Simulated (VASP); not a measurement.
The system is P.

```
CELL_PARAMETERS angstrom
1.64774 -5.46504 0.00000
1.64774 5.46504 0.00000
0.00000 0.00000 4.54364
ATOMIC_POSITIONS crystal
P 0.90414 0.09586 0.58882
P 0.09586 0.90414 0.41118
P 0.59586 0.40414 0.08882
P 0.40414 0.59586 0.91118
```

Base run:

- Program: VASP 6.6.1
- Functional: PBE
- Potentials or basis: VASP PAW PBE potentials, release 64 (P)
- Cutoff: 520 eV
- k mesh: 5 × 5 × 4
- Occupations: fermi-dirac, width 0.04 eV
- Spin: no spin polarisation

Its results: band gap on the k mesh 0.45 eV, direct; pressure 1.8 GPa; largest force 0.284 eV/Å.

Task: After a change of settings the same cell gave: band gap on the k mesh 0.51 eV, direct; pressure 3.4 GPa; largest force 0.283 eV/Å. Which change was it?
A. k mesh from 5 × 5 × 4 to 8 × 8 × 6; occupations from fermi-dirac, width 0.04 eV to gaussian, width 0.018 eV
B. k mesh from 5 × 5 × 4 to 4 × 4 × 3; occupations from fermi-dirac, width 0.04 eV to fermi-dirac, width 0.02 eV
C. functional from PBE to RPBE; occupations from fermi-dirac, width 0.04 eV to fermi-dirac, width 0.05 eV
D. k mesh from 5 × 5 × 4 to 6 × 6 × 4; further incar settings from ALGO = Normal; EDIFF = 1e-06; NBANDS = 18 to ALGO = Normal; EDIFF = 1e-07; NBANDS = 18

Result: C.

Caveats: the PAW data sets were made with another functional, which shifts forces and pressure a little (some runs).
